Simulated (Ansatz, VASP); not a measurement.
# Two plane-wave programs on YMg2O2

```
Y Mg O
1.0
    -3.34165    3.34165    2.77572
     3.34165   -3.34165    2.77572
     3.34165    3.34165   -2.77572
Y Mg O
1 2 2
Direct
  0.50000 0.50000 0.00000
  0.50000 0.00000 0.50000
  0.00000 0.50000 0.50000
  0.87500 0.87500 0.00000
  0.12500 0.12500 0.00000
```

Alike in both runs: functional PBE; k mesh 10 × 10 × 10; occupations gaussian, width 0.1 eV; no spin polarisation.

Ansatz relaxed the structure, and its values are those at the end. VASP's run is a single point on that final structure, the one shown.

```csv
,VASP,Ansatz
version,VASP 6.6.1,Ansatz 0.2.0
potentials or method,"VASP PAW PBE potentials, release 64 (Y_sv, Mg_sv, O), cutoff 840 eV","scalar-relativistic, plane waves, PAW"
valence electrons in the cell,43,43
```

```tsv
	VASP	Ansatz	Ansatz less VASP
gap on the k mesh at the Fermi level (eV)	none	none	-
pressure (GPa)	-0.1	0.0	+0.06
rms of the force components (eV/Å)	0.075	0.001	-0.0736
```

A gap of «none» marks a metal or a gap that the smearing closes. The functional is the same, so the differences come from potentials, cutoffs and numerics.
